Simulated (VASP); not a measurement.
Crystal: Ga2Te3O.

```xyz
6
Lattice="6.1951 0.0000 0.0000 -3.0975 5.3651 0.0000 0.0000 0.0000 4.5756" Properties=species:S:1:pos:R:3 pbc="T T T"
Ga    3.0975    1.7884    2.2702
Ga    0.0000    3.5767    2.2702
Te   -1.5488    2.6825    4.5528
Te    3.0975    0.0000    4.5528
Te    1.5488    2.6825    4.5528
O     0.0000    0.0000    0.8814
```

The cell was built from a structure type or drawn by symmetry, and may not be a known phase.

* Program: VASP 6.6.1
* Task: relaxation of cell and atoms
* Functional: PBE
* Potentials or basis: VASP PAW PBE potentials, release 64 (Ga_d, Te, O)
* Cutoff: 600 eV
* k mesh: 3 × 3 × 4
* Occupations: gaussian, width 0.1 eV
* Spin: no spin polarisation

At the start: pressure 5.4 GPa; volume 25.35 Å³/atom.

Q: Where does the relaxation end?

A: Over 15 steps the energy falls by 179.0 meV/atom and the volume is 29.95 Å³/atom (+18.2 %); space group P6mm (No. 183, to 0.1 Å) before and after.

Step by step:
```tsv
step	energy change (eV)	largest force (eV/Å)	pressure (GPa)	volume (Å³)
1	0.0000	0.5625	5.41	152.08
2	-0.3384	0.5216	-0.21	171.69
3	-0.3394	0.5183	-0.50	173.17
4	-0.4203	0.5359	-0.60	173.38
5	-0.5898	0.5542	-0.70	173.51
6	-0.8937	0.4840	0.75	171.77
7	-0.8653	0.5280	0.30	172.56
8	-0.8973	0.4914	0.63	171.96
9	-0.9564	0.3772	-0.81	179.97
10	-0.9585	0.3629	-1.06	181.53
11	-1.0114	0.2867	-0.85	181.09
12	-1.0725	0.0681	-0.12	180.06
13	-1.0731	0.0536	0.00	179.92
14	-1.0731	0.0474	-0.03	179.96
15	-1.0743	0.0394	0.06	179.70
```

Final structure:
```
Ga Te O
1.0
     5.94732    0.00000    0.00000
    -2.97366    5.15053    0.00000
     0.00000    0.00000    5.86658
Ga Te O
2 3 1
Cartesian
  2.9737 1.7168 2.8217
  0.0000 3.4337 2.8217
  -1.4868 2.5753 0.2732
  2.9737 0.0000 0.2732
  1.4868 2.5753 0.2732
  2.9737 5.1505 0.4009
```

Caveat: the k points lie up to 0.41 Å⁻¹ apart in the final cell; the volume moved by over 15 % at a fixed basis, so the end points are rough.
